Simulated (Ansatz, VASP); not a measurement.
## Rh in VASP and in Ansatz

File POSCAR:

```
Rh
1.0
    4.2447595800      0.0000000000      0.0000000000
   -2.1223797900      3.6760696292      0.0000000000
    0.0000000000      0.0000000000      2.6046735273
Rh
3
Direct
    1.0000000000      1.0000000000      0.0000000000
    0.3333333333      0.6666666667      0.5000000000
    0.6666666667      0.3333333333      0.5000000000
```

INCAR.step1

```
  PREC = Accurate
  ENCUT = 520
  ISMEAR = -1
  SIGMA = 0.1
  LREAL = False
  LASPH = True
  NELM = 80
  NBANDS = 30
  GGA = PE
  ALGO = Normal
  EDIFF = 1E-4
  LWAVE = True
  LCHARG = False
```

File INCAR.step2:

```
  PREC = Accurate
  ENCUT = 520
  EDIFF = 1E-6
  ISMEAR = -1
  SIGMA = 0.1
  LREAL = False
  LASPH = True
  NELM = 80
  ALGO = Normal
  ISIF = 2
  LWAVE = False
  LCHARG = True
  METAGGA = R2SCAN
  LMIXTAU = True
  LELF = True
  LVHAR = True
  NBANDS = 30
  ISTART = 1
```

File KPOINTS:

```
Automatic mesh
0
Gamma
  10 10 13
```

Input for Ansatz:

```yaml
crystal:
  lattice:
    - [4.24475958, 0.0, 0.0]
    - [-2.12237979, 3.6760696292, 0.0]
    - [0.0, 0.0, 2.6046735273]
  atoms:
    - { symbol: Rh, position: [1.0, 1.0, 0.0] }
    - { symbol: Rh, position: [0.3333333333, 0.6666666667, 0.5] }
    - { symbol: Rh, position: [0.6666666667, 0.3333333333, 0.5] }
hamiltonian:
  xc: r2scan
  pseudopotentials:
    kind: paw
    azcp:
      Rh: "pseudopotentials/Rh.paw.azcp"
basis:
  ecutwfc: 500
  fft_grid_basis: typed
kpoints:
  mp_grid: { grid: [10, 10, 13], shift: [0, 0, 0] }
magnetization:
  spin_polarized: false
scf:
  occupations: { method: fermi_dirac, width: 0.1 }
  lower_state_search: "off"
output:
  stress: true
```

Alike in both runs: task single point; functional r2SCAN; k mesh 10 × 10 × 13; occupations fermi-dirac, width 0.1 eV; no spin polarisation.

|  | VASP | Ansatz |
| --- | --- | --- |
| version | VASP 6.6.1 | Ansatz 0.2.0 |
| potentials or method | VASP PAW PBE potentials, release 64 (Rh_pv), cutoff 520 eV | plane waves (500 eV) with PAW, scalar-relativistic |
| valence electrons in the cell | 45 | 51 |

Ansatz gave:

* pressure (GPa): 11.8
* traceless stress, the component that is largest in VASP (GPa): -1.29

Which values does VASP return?

Pressure (GPa): 13.4; traceless stress, the component that is largest in VASP (GPa): -1.40.

VASP's potentials were made for PBE, not for r2SCAN. With one functional, cell and mesh, what is left measures potentials, basis and numerics. VASP's potentials hold 45 valence electrons a cell and Ansatz's 51, so a difference there can come from the potentials and not from the codes.
